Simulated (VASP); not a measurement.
The system is AlAs.

```
Al As
1.0
     0.00000    2.83040    2.83040
     2.83040    0.00000    2.83040
     2.83040    2.83040    0.00000
Al As
1 1
Direct
  0.00000 0.00000 0.00000
  0.75000 0.75000 0.75000
```

```yaml
Program: VASP 6.6.1
Task: relaxation of volume and atoms at fixed shape
Functional: RPBE
Potentials_or_basis: VASP PAW PBE potentials, release 64 (Al, As)
Cutoff: 500 eV
k_mesh: 5 × 5 × 5
Occupations: fermi-dirac, width 0.02 eV
Spin: no spin polarisation
```

At the start: pressure 4.4 GPa; volume 22.67 Å³/atom.

**Question.** Where does the relaxation end?

**Answer.** Over 6 steps the energy falls by 18.0 meV/atom and the volume is 24.07 Å³/atom (+6.2 %); space group F-43m (No. 216, to 0.1 Å) before and after.

Step by step:
```tsv
step	energy change (eV)	largest force (eV/Å)	pressure (GPa)	volume (Å³)
1	0.0000	0.0000	4.36	45.35
2	-0.0285	0.0000	-1.69	49.52
3	-0.0360	0.0000	0.01	48.14
4	-0.0360	0.0000	-0.07	48.20
5	-0.0360	0.0000	0.02	48.13
6	-0.0360	0.0000	0.01	48.14
```

Final structure:
```
CELL_PARAMETERS angstrom
0.00000 2.88736 2.88736
2.88736 0.00000 2.88736
2.88736 2.88736 0.00000
ATOMIC_POSITIONS crystal
Al 0.00000 0.00000 0.00000
As 0.75000 0.75000 0.75000
```

Caveat: the PAW data sets were made with another functional, which shifts forces and pressure a little.
